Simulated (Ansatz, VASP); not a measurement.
# One calculation of Bi, two programs

Contents of INCAR:

```
SYSTEM = Bi
  PREC = Accurate
  ENCUT = 520
  EDIFF = 1E-6
  ISMEAR = 0
  SIGMA = 0.1
  LREAL = .False.
  LASPH = .True.
  NELM = 150
  ALGO = Fast
  ISIF = 2
  LWAVE = .False.
  LCHARG = .False.
  ISPIN = 2
  MAGMOM = -0.54
  LORBIT = 11
  GGA = PE
  IVDW = 13
  NBANDS = 18
```

The input KPOINTS:

```
Automatic mesh
0
Gamma
  9 9 9
  0 0 0
```

POSCAR

```
Bi
1.0
    3.4319383527      0.0000000000      0.0000000000
   -1.1439794509      3.2356625091      0.0000000000
   -1.1439794509     -1.6178312545      2.8021659309
Bi
1
Direct
    0.0000000000      0.0000000000      0.0000000000
```

The input input.yaml:

```yaml
crystal:
  lattice: { a: 3.4319383527, b: 3.4319383527, c: 3.4319383527, alpha: 109.4712206345, beta: 109.4712206345, gamma: 109.4712206345 }
  atoms:
    - { symbol: Bi, position: [0.0, 0.0, 0.0], spin: -0.54 }
kpoints:
  mp_grid: { grid: [9, 9, 9] }
scf:
  occupations: { method: gaussian, width: 0.1 }
hamiltonian:
  xc: pbe
  dispersion: d4
  pseudopotentials: { kind: all_electron, lapw: { basis_error: 0.001 } }
magnetization:
  spin_polarized: true
output:
  eigenvalues: true
  optics:
    e_range: [0, 10]
    de: 0.1
    sigma: 0.1
    nscf_kmesh: { grid: [13, 13, 13] }
```

Alike in both runs: functional PBE; dispersion D4; k mesh 9 × 9 × 9; occupations gaussian, width 0.1 eV; collinear spin.

```csv
,VASP,Ansatz
version,VASP 6.6.1,Ansatz 0.2.0
potentials or method,"VASP PAW PBE potentials, release 64 (Bi_d), cutoff 520 eV","all-electron LAPW, scalar-relativistic"
task,single point,optical spectrum
```

|  | VASP | Ansatz | Ansatz less VASP |
| --- | --- | --- | --- |
| gap on the k mesh at the Fermi level (eV) | none | none | - |
| net moment per atom (μB) | 0.00 | 0.00 | 0.000 |

A gap of «none» marks a metal or a gap that the smearing closes. Ansatz ran all-electron here, and VASP with PAW potentials.

Spin-orbit coupling is off throughout.
